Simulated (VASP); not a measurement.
Set up this calculation in VASP 6.6.1, as the native input.

```
Task                   : single point
Functional             : PBE
Potentials or basis    : VASP PAW PBE potentials, release 64 (Re)
Cutoff                 : 520 eV
k mesh                 : 10 × 10 × 10
Occupations            : gaussian, width 0.15 eV
Spin                   : no spin polarisation
Dipole correction      : no
Further INCAR settings : ALGO = Fast; EDIFF = 1e-07; NBANDS = 10
```

The structure of Re lies in POSCAR:

```
Re
1.0
    0.0000000000      1.9577236186      2.1192358171
    2.1192358171      0.0000000000      2.1192358171
    2.1192358171      1.9577236186      0.0000000000
Re
1
Direct
    0.0000000000      0.0000000000      0.0000000000
```

This cell differs from its parent crystal: normal strain along x +0.0825, normal strain along z +0.0825.

One way to write it, as run:

INCAR

```
SYSTEM = Re
PREC = Accurate ; ENCUT = 520
EDIFF = 1E-7 ; ISMEAR = 0
SIGMA = 0.15 ; LREAL = .False.
LASPH = .True. ; NELM = 100
ALGO = Fast ; ISIF = 2
LWAVE = .False. ; LCHARG = .False.
GGA = PE ; NBANDS = 10
```

KPOINTS

```
regular mesh
0
Gamma
  10 10 10
  0 0 0
```

Potentials or basis: VASP PAW PBE potentials, release 64 (Re).

The run is started by

```console
$ cat potpaw_PBE.64/Re/POTCAR > POTCAR
$ mpirun -np 1 vasp_std > vasp.out
```

It gave:

The pressure is -40.5 GPa.

Caveat: the cell differs from its parent crystal (normal strain along x +0.0825, normal strain along z +0.0825).

Run time: 12 s on 1 thread of Intel(R) Xeon(R) Platinum 8488C (Sapphire Rapids) (shared host), peak memory 0.15 GiB.
